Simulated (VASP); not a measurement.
# CdSiSb2 (P-4m2) in VASP: further runs

CdSiSb2 is run at these levels: LDA, PBEsol, PBE; tasks: single point.

All numbers are computed with VASP 6.6.1; they aren't measurements. Logs are shortened: lines on timing, memory, paths and dates and some standing lists are left out, and cuts for length are marked.

### Step 1. The cell of the first run

The structure is tetragonal, space group P-4m2 (No. 115). Conventional cell: a = 4.304 Å, b = 4.304 Å, c = 6.291 Å, α = 90.00°, β = 90.00°, γ = 90.00°. Within 3.6 Å of Cd (site symmetry -4m2) lie 4 Sb at 2.72 Å. Sb (site symmetry 2mm) has 2 Si at 2.61 Å and 2 Cd at 2.72 Å within 3.4 Å. Si (site symmetry -4m2) has 4 Sb at 2.61 Å within 3.4 Å.

### Step 2. Single point, LDA

Contents of INCAR:

```
SYSTEM = CdSiSb2
ALGO = Normal
EDIFF = 1E-6
ENCUT = 520
GGA = CA
ISIF = 2
ISMEAR = -1
LASPH = .True.
LCHARG = .False.
LREAL = .False.
LWAVE = .False.
NBANDS = 21
NELM = 100
PREC = Accurate
SIGMA = 0.02
```

Contents of KPOINTS:

```
k-points
0
Gamma
  6 6 4
  0 0 0
```

Contents of POSCAR:

```
CdSiSb2
1.0
    4.3037672612      0.0000000000      0.0000000000
    0.0000000000      4.3037672612      0.0000000000
    0.0000000000      0.0000000000      6.2913758846
Cd Sb Si
1 2 1
Direct
    0.0000000000      0.0000000000      0.0000000000
    0.0000000000      0.5000000000      0.2641134201
    0.5000000000      0.0000000000      0.7358865799
    0.5000000000      0.5000000000      0.5000000000
```

Potentials or basis: VASP PAW LDA potentials, release 64 (Cd, Sb, Si).

Run with:

```console
$ cat potpaw_LDA.64/Cd/POTCAR potpaw_LDA.64/Sb/POTCAR potpaw_LDA.64/Si/POTCAR > POTCAR
$ mpirun -np 1 vasp_std > vasp.out
```

OUTCAR:

```text
SYSTEM = CdSiSb2
   EDIFF = 1E-6
   ENCUT = 520
   GGA = CA
   ISIF = 2
   ISMEAR = -1
   LASPH = .True.
   LREAL = .False.
   NELM = 100
   PREC = Accurate

 ion  position               nearest neighbor table
   1  0.000  0.000  0.000-   2 2.72   3 2.72   2 2.72   3 2.72
   2  0.000  0.500  0.264-   4 2.61   4 2.61   1 2.72   1 2.72
   3  0.500  0.000  0.736-   4 2.61   4 2.61   1 2.72   1 2.72
   4  0.500  0.500  0.500-   2 2.61   3 2.61   3 2.61   2 2.61

  LATTYP: Found a simple tetragonal cell.
 ALAT       =     4.3037672612
 C/A-ratio  =     1.4618299510

  Lattice vectors:

 A1 = (   4.3037672612,   0.0000000000,   0.0000000000)
 A2 = (   0.0000000000,   4.3037672612,   0.0000000000)
 A3 = (   0.0000000000,   0.0000000000,   6.2913758846)

Analysis of symmetry for initial positions (statically):
=====================================================================
 Subroutine PRICEL returns:
 Original cell was already a primitive cell.

 Routine SETGRP: Setting up the symmetry group for a
 simple tetragonal supercell.

 Subroutine GETGRP returns: Found  8 space group operations
 (whereof  8 operations were pure point group operations)
 out of a pool of 16 trial point group operations.

The static configuration has the point symmetry D_2d.

Analysis of symmetry for dynamics (positions and initial velocities):
=====================================================================
 Subroutine PRICEL returns:
 Original cell was already a primitive cell.

 Routine SETGRP: Setting up the symmetry group for a
 simple tetragonal supercell.

 Subroutine GETGRP returns: Found  8 space group operations
 (whereof  8 operations were pure point group operations)
 out of a pool of 16 trial point group operations.

The dynamic configuration has the point symmetry D_2d.

 Subroutine INISYM returns: Found  8 space group operations
 (whereof  8 operations are pure point group operations),
 and found     1 'primitive' translations

----------------------------------------------------------------------------------------

                                     Primitive cell

  volume of cell :     116.5315

  direct lattice vectors                    reciprocal lattice vectors
     4.303767261  0.000000000  0.000000000     0.232354572  0.000000000  0.000000000
     0.000000000  4.303767261  0.000000000     0.000000000  0.232354572  0.000000000
     0.000000000  0.000000000  6.291375885     0.000000000  0.000000000  0.158947743

  length of vectors
     4.303767261  4.303767261  6.291375885     0.232354572  0.232354572  0.158947743

  position of ions in fractional coordinates (direct lattice)
     0.000000000  0.000000000  0.000000000
     0.000000000  0.500000000  0.264113420
     0.500000000  0.000000000  0.735886580
     0.500000000  0.500000000  0.500000000

  ion indices of the primitive-cell ions
   primitive index   ion index
                 1           1
                 2           2
                 3           3
                 4           4

----------------------------------------------------------------------------------------

 KPOINTS: k-points

Automatic generation of k-mesh.
 Grid dimensions read from file:
 generate k-points for:    6    6    4

 Generating k-lattice:

  Cartesian coordinates                     Fractional coordinates (reciprocal lattice)
     0.038725762  0.000000000  0.000000000     0.166666667  0.000000000  0.000000000
     0.000000000  0.038725762  0.000000000     0.000000000  0.166666667  0.000000000
     0.000000000  0.000000000  0.039736936     0.000000000  0.000000000  0.250000000

  Length of vectors
     0.038725762  0.038725762  0.039736936

  Shift w.r.t. Gamma in fractional coordinates (k-lattice)
     0.000000000  0.000000000  0.000000000

 Subroutine IBZKPT returns following result:
 ===========================================

 Found     30 irreducible k-points:

 Following reciprocal coordinates:
            Coordinates               Weight
  0.000000  0.000000  0.000000      1.000000
  0.166667  0.000000  0.000000      4.000000
  0.333333  0.000000  0.000000      4.000000
  0.500000  0.000000  0.000000      2.000000
  0.166667  0.166667  0.000000      4.000000
  0.333333  0.166667  0.000000      8.000000
[... 16 lines left out ...]
  0.333333  0.000000  0.500000      4.000000
  0.500000  0.000000  0.500000      2.000000
 [... further k-points ...]
   k-points           NKPTS =     30   k-points in BZ     NKDIM =     30   number of bands    NBANDS=     21
   number of dos      NEDOS =    301   number of ions     NIONS =      4
   total plane-waves  NPLWV =  49152
   dimension x,y,z NGX =    32 NGY =   32 NGZ =   48
   dimension x,y,z NGXF=    64 NGYF=   64 NGZF=   96
   ions per type =               1   2   1
   NGX,Y,Z   is equivalent  to a cutoff of  12.36, 12.36, 12.68 a.u.
   NGXF,Y,Z  is equivalent  to a cutoff of  24.72, 24.72, 25.37 a.u.
 SYSTEM =  CdSiSb2
   PREC   = accura    normal or accurate (medium, high low for compatibility)
   ISTART =      0    job   : 0-new  1-cont  2-samecut
   ICHARG =      2    charge: 1-file 2-atom 10-const
   ISPIN  =      1    spin polarized calculation?
   LNONCOLLINEAR =      F non collinear calculations
   LSORBIT =      F    spin-orbit coupling
   LASPH  =      T    aspherical Exc in radial PAW
   ENCUT  =  520.0 eV  38.22 Ry    6.18 a.u.   8.00  8.00 11.70*2*pi/ulx,y,z
   NELM   =    100;   NELMIN=  2; NELMDL= -5     # of ELM steps
   EDIFF  = 0.1E-05   stopping-criterion for ELM
   LREAL  =      F    real-space projection
   EDIFFG = 0.1E-04   stopping-criterion for IOM
   NSW    =      0    number of steps for IOM
   IBRION =     -1    ionic relax: 0-MD 1-quasi-New 2-CG
   NFREE  =      0    steps in history (QN), initial steepest desc. (CG)
   ISIF   =      2    stress and relaxation
   ISYM   =      2    0-nonsym 1-usesym 2-fastsym
   POTIM  = 0.5000    time-step for ionic-motion
   TEBEG  =    0.0;   TEEND  =   0.0 temperature during run
   PSTRESS=    0.0 pullay stress
   NELECT =      26.0000    total number of electrons
   NUPDOWN=      -1.0000    fix difference up-down
   EMIN   =  10.00;   EMAX   =-10.00  energy-range for DOS
   EFERMI =   0.00;   METHOD = LEGACY
   ISMEAR =    -1;   SIGMA  =   0.02  broadening in eV -4-tet -1-fermi 0-gaus
   EFERMI_NEDOS =   21; number of points for ismear=-14 and -15
   IALGO  =     38    algorithm
   IMIX   =      4    mixing-type and parameters
     AMIX     =   0.40;   BMIX     =  1.00
     AMIX_MAG =   1.60;   BMIX_MAG =  1.00
  volume/ion in A,a.u.               =      29.13       196.60
  Fermi-wavevector in a.u.,A,eV,Ry     =   0.992929  1.876364 13.414094  0.985908
  Thomas-Fermi vector in A             =   2.124775
   LORBIT       =      0    0 simple, 1 ext, 2 COOP (PROOUT), +10 PAW based schemes
   GGA     = CA    functional components
   LHFCALC =     F    Hartree Fock is set to
   AEXX    =    0.0000 exact exchange contribution
   IVDW    =     0    specifies the selected vdW correction
   LEPSILON=     F    determine dielectric tensor
   LRPA    =     F    only Hartree local field effects (RPA)
 non-spin polarized calculation
  energy-cutoff  :      520.00
  volume of cell :      116.53
 maximum number of plane-waves:      3176
   NGX = 17   NGY = 17   NGZ = 23

 number of electron      25.9999994 magnetization

 Free energy of the ion-electron system (eV)
  ---------------------------------------------------
  ext. energy  EPLUGINS =         0.00000000
  ---------------------------------------------------
  free energy    TOTEN  =       -16.48665522 eV

  energy without entropy =      -16.48498125  energy(sigma->0) =      -16.48581824

 E-fermi :   4.6371     XC(G=0):  -9.2909

 val. band max:        4.4835258435   @ k =   0.3333   0.0000   0.0000
 cond. band min:       4.6491572065   @ k =   0.3333   0.0000   0.2500
 fundamental gap:      0.1656313630
 Fermi energy:         4.6371234906

 k-point     1 :       0.0000    0.0000    0.0000
  band No.  band energies     occupation
      1      -7.2358      2.00000
      2      -5.4316      2.00000
      3      -4.3085      2.00000
      4      -4.3085      2.00000
      5      -4.1881      2.00000
      6      -4.1111      2.00000
[... 13 lines left out ...]
     20      10.3545      0.00000
     21      12.0903      0.00000

 k-point     2 :       0.1667    0.0000    0.0000
  band No.  band energies     occupation
      1      -7.0713      2.00000
      2      -5.4370      2.00000
      3      -4.3359      2.00000
      4      -4.3052      2.00000
      5      -4.1616      2.00000
      6      -4.1237      2.00000
[... 13 lines left out ...]
     20      11.0308      0.00000
     21      11.0698      0.00000

 k-point     3 :       0.3333    0.0000    0.0000
  band No.  band energies     occupation
      1      -6.6404      2.00000
      2      -5.4890      2.00000
      3      -4.3577      2.00000
      4      -4.2986      2.00000
      5      -4.1486      2.00000
      6      -4.1410      2.00000
[... 13 lines left out ...]
     20      10.4465      0.00000
     21      10.6729      0.00000
[... 457 lines left out ...]
 k-point    23 :       0.3333    0.0000    0.5000
  band No.  band energies     occupation
      1      -6.5185      2.00000
      2      -5.5694      2.00000
      3      -4.3021      2.00000
      4      -4.2835      2.00000
      5      -4.1652      2.00000
      6      -4.1478      2.00000
[... 13 lines left out ...]
     20       9.8055      0.00000
     21      10.9968      0.00000

 k-point    24 :       0.5000    0.0000    0.5000
  band No.  band energies     occupation
      1      -6.3045      2.00000
      2      -5.5385      2.00000
      3      -4.2977      2.00000
      4      -4.1897      2.00000
      5      -4.1600      2.00000
      6      -4.0994      2.00000
[... 13 lines left out ...]
     20      10.7189      0.00000
     21      10.8590      0.00000

 [... further k-points ...]

------------------------ aborting loop because EDIFF is reached ----------------------------------------

  FORCE on cell =-STRESS in cart. coord.  units (eV):
  Direction    XX          YY          ZZ          XY          YZ          ZX
  --------------------------------------------------------------------------------------
  -------------------------------------------------------------------------------------
  Total        0.2223985      0.2223985      0.2080870      0.0000000      0.0000000      0.0000000
  in kB        3.0577311      3.0577311      2.8609639      0.0000000      0.0000000      0.0000000
  external PRESSURE =       2.9921420 kB  Pullay stress =       0.0000000 kB

 VOLUME and BASIS-vectors are now :
 -----------------------------------------------------------------------------
  energy-cutoff  :      520.00
  volume of cell :      116.53
      direct lattice vectors                 reciprocal lattice vectors
     4.303767261  0.000000000  0.000000000     0.232354572  0.000000000  0.000000000
     0.000000000  4.303767261  0.000000000     0.000000000  0.232354572  0.000000000
     0.000000000  0.000000000  6.291375885     0.000000000  0.000000000  0.158947743

 POSITION                                       TOTAL-FORCE (eV/Angst)
 -----------------------------------------------------------------------------------
      0.00000      0.00000      0.00000        -0.000000      0.000000      0.000000
      0.00000      2.15188      1.66164        -0.000000      0.000000     -0.020584
      2.15188      0.00000      4.62974         0.000000      0.000000      0.020584
      2.15188      2.15188      3.14569        -0.000000     -0.000000      0.000000
 -----------------------------------------------------------------------------------
    total drift:                               -0.000000      0.000000      0.000000

  FREE ENERGIE OF THE ION-ELECTRON SYSTEM (eV)
  ---------------------------------------------------
  free  energy   TOTEN  =       -16.4866552183 eV

  energy  without entropy=      -16.4849812522  energy(sigma->0) =      -16.48581824
```

It took 21 s on 1 thread of Intel Xeon 6975P-C (Granite Rapids), shared host; peak memory 0.22 GiB.

Results:

| Property | Result |
| --- | --- |
| Free energy | -16.4867 eV |
| Pressure | 0.3 GPa |
| Largest force | 0.021 eV/Å |
| Band gap on the k mesh | zero (bands 13 and 14 overlap by 0.38 eV) |

Forces on the atoms (eV/Å):
```
Cd   0.000  0.000  0.000
Sb   0.000  0.000 -0.021
Sb   0.000  0.000  0.021
Si   0.000  0.000  0.000
```

Caveat: semilocal functionals underestimate gaps, and a narrow one can read as zero; spin-orbit coupling is left out, which moves the levels of the heavy elements.

### Step 3. Single point, PBEsol

This run uses another cell than the first one, of 29.97 Å³/atom.

Contents of INCAR:

```
PREC = Accurate
ENCUT = 520
EDIFF = 1E-7
ISMEAR = -1
SIGMA = 0.02
LREAL = False
LASPH = True
NELM = 60
ALGO = Normal
ISIF = 2
LWAVE = False
LCHARG = False
GGA = PS
NBANDS = 21
```

Contents of KPOINTS:

```
regular mesh
0
Gamma
  6 6 4
```

Contents of POSCAR:

```
CdSiSb2
1.0
    4.3366961760      0.0000000000      0.0000000000
    0.0000000000      4.3366961760      0.0000000000
    0.0000000000      0.0000000000      6.3742738002
Cd Sb Si
1 2 1
Direct
    0.0000000000      0.0000000000      0.0000000000
    0.0000000000      0.5000000000      0.2656154012
    0.5000000000      0.0000000000      0.7343845988
    0.5000000000      0.5000000000      0.5000000000
```

Potentials or basis: VASP PAW PBE potentials, release 64 (Cd, Sb, Si).

Run with:

```console
$ cat potpaw_PBE.64/Cd/POTCAR potpaw_PBE.64/Sb/POTCAR potpaw_PBE.64/Si/POTCAR > POTCAR
$ mpirun -np 1 vasp_std > vasp.out
```

Wall time 27 s (1 thread of Intel Xeon 6975P-C (Granite Rapids), shared host); peak memory 0.26 GiB.

It converged, with:

```yaml
Free_energy: -15.4306 eV
Pressure: 0.2 GPa
Largest_force: 0.033 eV/Å
Band_gap_on_the_k_mesh: zero (bands 13 and 14 overlap by 0.34 eV)
```

Forces in eV/Å, atoms in the order of the input:
```
Cd   0.000  0.000  0.000
Sb   0.000  0.000 -0.033
Sb   0.000  0.000  0.033
Si   0.000  0.000  0.000
```

Levels at points of the mesh, in eV from the Fermi level:
| k point | band 11 | band 12 | band 13 | band 14 | band 15 | band 16 |
| --- | --- | --- | --- | --- | --- | --- |
| (0.00, 0.00, 0.00) | -0.65 | -0.38 | 0.17 | 0.17 | 0.29 | 1.95 |
| (0.50, 0.00, 0.00) | -3.34 | -2.46 | -0.29 | 0.47 | 3.12 | 3.69 |
| (0.50, 0.50, 0.00) | -2.75 | -2.75 | -1.83 | 0.74 | 0.97 | 0.97 |
| (0.00, 0.00, 0.50) | -2.81 | -0.82 | -0.82 | 0.30 | 0.60 | 3.20 |
| (0.50, 0.00, 0.50) | -1.78 | -1.07 | -0.52 | -0.17 | 1.30 | 2.51 |
| (0.50, 0.50, 0.50) | -3.25 | -3.25 | -3.02 | 2.45 | 3.24 | 3.24 |

Caveat: semilocal functionals underestimate gaps, and a narrow one can read as zero; the PAW data sets were made with another functional, which shifts forces and pressure a little; spin-orbit coupling is left out, which moves the levels of the heavy elements.

### Step 4. Single point, PBE

This run uses another cell than the first one, of 30.52 Å³/atom.

Contents of INCAR:

```
ALGO = Normal
EDIFF = 1E-6
ENCUT = 520
GGA = PE
ISIF = 2
ISMEAR = -1
LASPH = T
LCHARG = F
LREAL = F
LWAVE = F
NBANDS = 21
NELM = 100
PREC = Accurate
SIGMA = 0.02
```

Contents of KPOINTS:

```
k-points
0
Gamma
  6 6 4
```

Contents of POSCAR:

```
CdSiSb2
1.0
    4.3462136371      0.0000000000      0.0000000000
    0.0000000000      4.3462136371      0.0000000000
    0.0000000000      0.0000000000      6.4620353500
Cd Sb Si
1 2 1
Direct
    0.0000000000      0.0000000000      0.0000000000
    0.0000000000      0.5000000000      0.2671719489
    0.5000000000      0.0000000000      0.7328280511
    0.5000000000      0.5000000000      0.5000000000
```

Run with:

```console
$ cat potpaw_PBE.64/Cd/POTCAR potpaw_PBE.64/Sb/POTCAR potpaw_PBE.64/Si/POTCAR > POTCAR
$ mpirun -np 1 vasp_std > vasp.out
```

Wall time 27 s (1 thread of Intel Xeon 6975P-C (Granite Rapids), shared host); peak memory 0.25 GiB.

Results (log left out):

* Free energy: -13.9297 eV
* Pressure: 1.5 GPa
* Largest force: 0.007 eV/Å
* Band gap on the k mesh: zero (bands 13 and 14 overlap by 0.30 eV)

Forces on the atoms (eV/Å):
```
Cd   0.000  0.000  0.000
Sb   0.000  0.000 -0.007
Sb   0.000  0.000  0.007
Si   0.000  0.000  0.000
```

Stress tensor (GPa, compression positive):
```
1.59 0.00 0.00
0.00 1.59 0.00
0.00 0.00 1.44
```

Levels at points of the mesh, in eV from the Fermi level:
| k point | band 11 | band 12 | band 13 | band 14 | band 15 | band 16 |
| --- | --- | --- | --- | --- | --- | --- |
| (0.00, 0.00, 0.00) | -0.69 | -0.46 | 0.15 | 0.15 | 0.34 | 1.97 |
| (0.50, 0.00, 0.00) | -3.29 | -2.46 | -0.26 | 0.48 | 3.08 | 3.61 |
| (0.50, 0.50, 0.00) | -2.74 | -2.74 | -1.81 | 0.78 | 1.03 | 1.03 |
| (0.00, 0.00, 0.50) | -2.80 | -0.77 | -0.77 | 0.34 | 0.61 | 3.28 |
| (0.50, 0.00, 0.50) | -1.83 | -1.13 | -0.50 | -0.15 | 1.22 | 2.47 |
| (0.50, 0.50, 0.50) | -3.19 | -3.19 | -2.94 | 2.35 | 3.18 | 3.18 |

Caveat: semilocal functionals underestimate gaps, and a narrow one can read as zero; spin-orbit coupling is left out, which moves the levels of the heavy elements.

### Step 5. Single point, LDA

This run uses another cell than the first one, of 30.52 Å³/atom.

Contents of INCAR:

```
SYSTEM = CdSiSb2
ALGO = Normal ; EDIFF = 1E-6
ENCUT = 520 ; GGA = CA
ISIF = 2 ; ISMEAR = -1
LASPH = .TRUE. ; LCHARG = .FALSE.
LREAL = .FALSE. ; LWAVE = .FALSE.
NBANDS = 21 ; NELM = 100
PREC = Accurate ; SIGMA = 0.02
```

Contents of KPOINTS:

```
k-points
0
G
  6 6 4
  0 0 0
```

POSCAR is that of step 4.

Potentials or basis: VASP PAW LDA potentials, release 64 (Cd, Sb, Si).

Run with:

```console
$ cat potpaw_LDA.64/Cd/POTCAR potpaw_LDA.64/Sb/POTCAR potpaw_LDA.64/Si/POTCAR > POTCAR
$ mpirun -np 1 vasp_std > vasp.out
```

It took 24 s on 1 thread of Intel Xeon 6975P-C (Granite Rapids), shared host; peak memory 0.23 GiB.

Results (log left out):

```yaml
Free_energy: -16.4489 eV
Pressure: -2.0 GPa
Largest_force: 0.174 eV/Å
Band_gap_on_the_k_mesh: zero (bands 13 and 14 overlap by 0.31 eV)
```

Forces on the atoms (eV/Å):
```
Cd   0.000  0.000  0.000
Sb   0.000  0.000 -0.174
Sb   0.000  0.000  0.174
Si   0.000  0.000  0.000
```

Stress tensor (GPa, compression positive):
```
-1.84  0.00  0.00
 0.00 -1.84  0.00
 0.00  0.00 -2.38
```

Levels at points of the mesh, in eV from the Fermi level:
```
           k point  band 11  band 12  band 13  band 14  band 15  band 16
(0.00, 0.00, 0.00)    -0.73    -0.41     0.21     0.21     0.36     1.91
(0.50, 0.00, 0.00)    -3.24    -2.37    -0.21     0.49     3.13     3.61
(0.50, 0.50, 0.00)    -2.68    -2.68    -1.77     0.78     1.01     1.01
(0.00, 0.00, 0.50)    -2.71    -0.72    -0.72     0.37     0.62     3.22
(0.50, 0.00, 0.50)    -1.75    -1.07    -0.52    -0.10     1.18     2.50
(0.50, 0.50, 0.50)    -3.14    -3.14    -2.91     2.35     3.20     3.20
```

Caveat: semilocal functionals underestimate gaps, and a narrow one can read as zero; spin-orbit coupling is left out, which moves the levels of the heavy elements.

### Step 6. Overview

| level | potentials or basis | cell | gap on the mesh (eV) | pressure (GPa) | largest force (eV/Å) |
| --- | --- | --- | --- | --- | --- |
| LDA | VASP PAW LDA potentials, release 64 (Cd, Sb, Si) | a = 4.304, b = 4.304, c = 6.291 Å, 4 atoms, atomic positions A | none | 0.3 | 0.02 |
| PBEsol | VASP PAW PBE potentials, release 64 (Cd, Sb, Si) | a = 4.337, b = 4.337, c = 6.374 Å, 4 atoms, atomic positions B | none | 0.2 | 0.03 |
| PBE | VASP PAW PBE potentials, release 64 (Cd, Sb, Si) | a = 4.346, b = 4.346, c = 6.462 Å, 4 atoms, atomic positions C | none | 1.5 | 0.01 |
| LDA | VASP PAW LDA potentials, release 64 (Cd, Sb, Si) | a = 4.346, b = 4.346, c = 6.462 Å, 4 atoms, atomic positions C | none | -2.0 | 0.17 |

Alike in all rows: task single point; no spin polarisation; k mesh 6 × 6 × 4; cutoff (eV) 520; smearing fermi-dirac 0.02 eV.

Caveats: semilocal functionals underestimate gaps, and a narrow one can read as zero; spin-orbit coupling is left out, which moves the levels of the heavy elements; the PAW data sets were made with another functional, which shifts forces and pressure a little (at least some runs).

Absolute energies hang on the potentials; compare differences alone.

The gap in the log of VASP goes by the Fermi energy; the results here count the filled bands.